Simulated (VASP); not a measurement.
Set up this calculation in VASP 6.6.1, as the native input.

- Task: single point
- Functional: r2SCAN
- Potentials or basis: VASP PAW PBE potentials, release 64 (B, P)
- Cutoff: 520 eV
- k mesh: 10 × 10 × 10
- Occupations: gaussian, width 0.05 eV
- Spin: no spin polarisation
- Dipole correction: no
- Further INCAR settings: ALGO = Normal; EDIFF = 1e-06; NBANDS = 11

The system is BP.

```
CELL_PARAMETERS angstrom
0.00000 2.30871 2.26900
2.26900 0.00000 2.26900
2.26900 2.30871 0.00000
ATOMIC_POSITIONS crystal
B 0.00000 0.00000 0.00000
P 0.75000 0.75000 0.75000
```

This cell differs from its parent crystal: strain +0.0175 x Voigt [0, 1, 0, 0, 0, 0].

These files were run (other wordings do the same):

POSCAR

```
BP
1.0
    0.0000000000      2.3087075000      2.2690000000
    2.2690000000      0.0000000000      2.2690000000
    2.2690000000      2.3087075000      0.0000000000
B P
1 1
Direct
    0.0000000000      0.0000000000      0.0000000000
    0.7500000000      0.7500000000      0.7500000000
```

INCAR.step1

```
ALGO     = Normal         # electronic algorithm
EDIFF    = 1E-4           # SCF threshold, eV
ENCUT    = 520            # plane-wave cutoff, eV
GGA      = PE             # functional
ISMEAR   = 0              # smearing method
LASPH    = True           # aspherical terms in the spheres
LCHARG   = False          # write CHGCAR
LREAL    = False          # projectors in reciprocal space
LWAVE    = True           # write WAVECAR
NBANDS   = 11             # bands
NELM     = 80             # most SCF steps
PREC     = Accurate       # precision mode
SIGMA    = 0.05           # smearing width, eV
```

INCAR.step2

```
ALGO     = Normal         # electronic algorithm
EDIFF    = 1E-6           # SCF threshold, eV
ENCUT    = 520            # plane-wave cutoff, eV
ISIF     = 2              # what is computed and relaxed
ISMEAR   = 0              # smearing method
ISTART   = 1            
LASPH    = True           # aspherical terms in the spheres
LCHARG   = False          # write CHGCAR
LMIXTAU  = True         
LREAL    = False          # projectors in reciprocal space
LWAVE    = False          # write WAVECAR
METAGGA  = R2SCAN         # meta-GGA
NBANDS   = 11             # bands
NELM     = 80             # most SCF steps
PREC     = Accurate       # precision mode
SIGMA    = 0.05           # smearing width, eV
```

KPOINTS

```
k-points
0
Gamma
  10 10 10
```

Potentials or basis: VASP PAW PBE potentials, release 64 (B, P).

Launch:

```console
$ cat potpaw_PBE.64/B/POTCAR potpaw_PBE.64/P/POTCAR > POTCAR
$ cp INCAR.step1 INCAR
$ mpirun -np 1 vasp_std > vasp.out
$ cp INCAR.step2 INCAR
$ mpirun -np 1 vasp_std > vasp.out
```

It gave:

```
Pressure               : -3.5 GPa
Band gap on the k mesh : 1.33 eV, indirect (least direct gap 3.52 eV)
```

Caveat: the cell differs from its parent crystal (strain +0.0175 x Voigt [0, 1, 0, 0, 0, 0]); the PAW data sets were made with another functional, which shifts forces and pressure a little.

Wall time 2.8 min on 1 thread of AMD EPYC 7R13 (shared host), peak memory 0.12 GiB.
